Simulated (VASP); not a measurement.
O, 2 atoms in the cell. It takes space group C2/m (No. 12, monoclinic). Conventional cell: a = 5.403 Å, b = 3.429 Å, c = 4.232 Å, α = 90.00°, β = 117.67°, γ = 90.00°. Within 1.5 Å of O (site symmetry m) lie 1 O at 1.15 Å. 

```yaml
Program: VASP 6.6.1
Task: relaxation of the atoms
Functional: PBE
Potentials_or_basis: VASP PAW PBE potentials, release 64 (O)
Cutoff: 520 eV
k_mesh: 6 × 6 × 4
Occupations: tetrahedron
Spin: no spin polarisation
Dipole_correction: no
Further_INCAR_settings: ALGO = Normal; EDIFF = 1e-06; IBRION = 2; EDIFFG = -0.07; NSW = 30
```

Potentials or basis: VASP PAW PBE potentials, release 64 (O).

Run with:

```console
$ cat potpaw_PBE.64/O/POTCAR > POTCAR
$ mpirun -np 1 vasp_std > vasp.out
```

Hardware: 1 thread of Intel Xeon 8259CL (shared host).

Estimate the wall time of this run.

It took 110 s on 1 thread of Intel Xeon 8259CL (shared host), peak memory 0.15 GiB. Counts: scf iterations 98, k points 47, ion steps 15.
